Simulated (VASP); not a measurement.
## Tc: single point with LDA

Crystal: Tc.

```xyz
2
Lattice="2.6864 0.0000 0.0000 -1.3432 2.3265 0.0000 0.0000 0.0000 4.2921" Properties=species:S:1:pos:R:3 pbc="T T T"
Tc    0.0000    1.5510    1.0730
Tc    1.3432    0.7755    3.2191
```

```yaml
Program: VASP 6.6.1
Task: single point
Functional: LDA
Potentials_or_basis: VASP PAW LDA potentials, release 64 (Tc_pv)
Cutoff: 520 eV
k_mesh: 9 × 9 × 5
Occupations: fermi-dirac, width 0.1 eV
Spin: no spin polarisation
```

The pressure is 10.1 GPa and the band gap on the k mesh is zero (band 13 reaches 14.76 eV, above the bottom of band 14 at 12.33 eV).

Levels at points of the mesh, in eV from the Fermi level:
| k point | band 9 | band 10 | band 11 | band 12 | band 13 | band 14 | band 15 | band 16 | band 17 | band 18 |
| --- | --- | --- | --- | --- | --- | --- | --- | --- | --- | --- |
| (0.00, 0.00, 0.00) | -1.82 | -1.82 | -1.70 | -1.01 | -1.01 | -0.28 | -0.28 | 1.88 | 2.69 | 2.69 |

Run time: 14 s on 1 thread of Intel(R) Xeon(R) Platinum 8259CL CPU @ 2.50GHz (Skylake/Cascade Lake) (shared host), peak memory 0.13 GiB.
